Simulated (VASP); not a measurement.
Crystal: LiH.

```
Li H
1.0
     0.00000    2.03885    2.00299
     2.03885    0.00000    2.00299
     2.03885    2.03885    0.00000
Li H
1 1
Direct
  0.00000 0.00000 0.00000
  0.50000 0.50000 0.50000
```

This cell differs from its parent crystal: biaxial xy strain +1.8%.

Base run:

| Item | Value |
| --- | --- |
| Program | VASP 6.6.1 |
| Functional | r2SCAN |
| Potentials or basis | VASP PAW PBE potentials, release 64 (Li_sv, H) |
| Cutoff | 520 eV |
| k mesh | 10 × 10 × 10 |
| Occupations | gaussian, width 0.01 eV |
| Spin | no spin polarisation |

Its results: band gap on the k mesh 3.43 eV, indirect (least direct gap 3.56 eV).

Task: The run is repeated on the same cell with these changes: functional from r2SCAN to PBE; occupations from gaussian, width 0.01 eV to fermi-dirac, width 0.02 eV. What comes out?

Result: Band gap on the k mesh 2.84 eV, indirect (least direct gap 2.97 eV).

A k mesh can miss the band edges.
